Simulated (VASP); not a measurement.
Write the native input for VASP 6.6.1 that does the following.

```yaml
Task: single point
Functional: PBEsol
Potentials_or_basis: VASP PAW PBE potentials, release 64 (Al, Cu)
Cutoff: 520 eV
k_mesh: 12 × 12 × 8
Occupations: gaussian, width 0.1 eV
Spin: no spin polarisation
Dipole_correction: no
Further_INCAR_settings: ALGO = Fast; EDIFF = 1e-06; NBANDS = 24
```

The structure of Al3Cu2 lies in POSCAR:

```
Al3Cu2
1.0
    3.7640583703      0.0000000000      0.0000000000
   -1.8820291852      3.2597701700      0.0000000000
    0.0000000000      0.0000000000      4.5949756110
Al Cu
3 2
Direct
    0.0000000000      0.0000000000      0.0000000000
    0.3333333333      0.6666666667      0.3552339769
    0.6666666667      0.3333333333      0.6447660231
    0.3333333333      0.6666666667      0.8450947590
    0.6666666667      0.3333333333      0.1549052410
```

The input as run:

INCAR

```
  PREC = Accurate
  ENCUT = 520
  EDIFF = 1E-6
  ISMEAR = 0
  SIGMA = 0.1
  LREAL = F
  LASPH = T
  NELM = 80
  ALGO = Fast
  ISIF = 2
  LWAVE = F
  LCHARG = F
  GGA = PS
  NBANDS = 24
```

KPOINTS

```
regular mesh
0
Gamma
  12 12 8
```

Potentials or basis: VASP PAW PBE potentials, release 64 (Al, Cu).

Command:

```console
$ cat potpaw_PBE.64/Al/POTCAR potpaw_PBE.64/Cu/POTCAR > POTCAR
$ mpirun -np 1 vasp_std > vasp.out
```

It gave:

The pressure is 50.3 GPa. The largest force is 0.003 eV/Å and the band gap on the k mesh is zero (an odd number of electrons rules out a gap without spin polarisation).

Caveat: the cell stands under pressure; the PAW data sets were made with another functional, which shifts forces and pressure a little.

Run time: 120 s on 1 thread of Intel(R) Xeon(R) 6975P-C (Granite Rapids) (shared host), peak memory 0.27 GiB.
